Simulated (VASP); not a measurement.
Runs of VASP 6.6.1 on Os. The structure is that of space group Fm-3m (No. 225), or close to it. The cells are those of the table. 

| task | potentials or basis | cell | k mesh | cutoff (eV) | second run | gap on the mesh (eV) | pressure (GPa) |
| --- | --- | --- | --- | --- | --- | --- | --- |
| single point | VASP PAW LDA potentials, release 64 (Os) | a = 2.760 Å, angles 60.0°, 1 atom | 16 × 16 × 16 | 520 | - | none | -27.9 |
| relaxation of cell and atoms | VASP PAW LDA potentials, release 64 (Os) | relaxed from a = 2.705 Å, angles 60.0°, 1 atom | 14 × 14 × 14 | 600 | - | none | 0.0 |
| single point | VASP PAW LDA potentials, release 64 (Os_sv_GW) | a = 2.690 Å, angles 60.0°, 1 atom | 14 × 14 × 14 | 500 | valence_matched | none | -0.7 |
| single point | VASP PAW LDA potentials, release 64 (Os) | a = 2.725 Å, angles 60.0°, 1 atom | 16 × 16 × 16 | 520 | - | none | (a) |
| single point | VASP PAW LDA potentials, release 64 (Os_sv_GW) | a = 2.690 Å, angles 60.0°, 1 atom | 16 × 16 × 16 | 500 | valence_matched | none | -1.0 |

Alike in all rows: level LDA; no spin polarisation; smearing fermi-dirac 0.1 eV.

Estimate the missing entries.

(a) -15.3.

Caveats: spin-orbit coupling is left out, which moves the levels of the heavy elements.

A k mesh can miss the band edges, and the runs leave out spin-orbit coupling on Os.

A gap of «none» marks levels without a gap at the run's occupations.

The runs don't all hold the same shells in valence.
